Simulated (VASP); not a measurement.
Wanted: the native input for a VASP 6.6.1 run.

```yaml
Task: relaxation of cell and atoms
Functional: PBE
Potentials_or_basis: VASP PAW PBE potentials, release 64 (Hf_pv, Ti_sv, Si)
Cutoff: 600 eV
k_mesh: 6 × 6 × 4
Occupations: gaussian, width 0.1 eV
Spin: no spin polarisation
Dipole_correction: no
Further_INCAR_settings: ALGO = Normal; EDIFF = 1e-06; IBRION = 2; EDIFFG = -0.04; NSW = 90; ISIF = 3
```

The structure of HfTi2Si2 lies in POSCAR:

```
HfTi2Si2
1.0
    3.6307641200      0.0000000000      0.0000000000
   -1.8153820600      3.1443339600      0.0000000000
    0.0000000000      0.0000000000      6.0262738400
Hf Ti Si
1 2 2
Direct
    0.0000000000      0.0000000000      0.0000000000
    0.6666666700      0.3333333300      0.3910000000
    0.3333333300      0.6666666700      0.6090000000
    0.3333333300      0.6666666700      0.2490000000
    0.6666666700      0.3333333300      0.7510000000
```

The cell was generated, and may not be a known phase.

One way to write it, as run:

INCAR

```
SYSTEM = HfTi2Si2
PREC = Accurate ; ENCUT = 600
EDIFF = 1E-6 ; ISMEAR = 0
SIGMA = 0.1 ; LREAL = .False.
LASPH = .True. ; NELM = 80
ALGO = Normal ; ISIF = 3
LWAVE = .False. ; LCHARG = .False.
GGA = PE ; IBRION = 2
NSW = 90 ; EDIFFG = -0.04
```

KPOINTS

```
Automatic mesh
0
Gamma
  6 6 4
  0 0 0
```

Potentials or basis: VASP PAW PBE potentials, release 64 (Hf_pv, Ti_sv, Si).

Launch:

```sh
$ cat potpaw_PBE.64/Hf_pv/POTCAR potpaw_PBE.64/Ti_sv/POTCAR potpaw_PBE.64/Si/POTCAR > POTCAR
$ mpirun -np 1 vasp_std > vasp.out
```

Results of the run:

```yaml
Relaxed_volume: 18.27 Å³/atom
Relaxed_cell: a = 3.916 Å, b = 3.916 Å, c = 6.878 Å, α = 90.00°, β = 90.00°, γ = 120.00°
Space_group_after_relaxing_to_0.1_Å: P-3m1 (No. 164)
Energy_gained_by_relaxing: 1041.7 meV/atom
Ionic_steps: 11
Pressure_after_relaxing: 0.1 GPa
Largest_force_after_relaxing: 0.029 eV/Å
Band_gap_on_the_k_mesh: zero (bands 21 and 22 overlap by 0.81 eV)
```

Caveat: the volume moved by over 15 % at a fixed basis, so the end points are rough; spin-orbit coupling is left out, which moves the levels of the heavy elements.

It took 5.5 min on 1 thread of Intel(R) Xeon(R) Platinum 8488C (Sapphire Rapids) (shared host), peak memory 0.24 GiB.
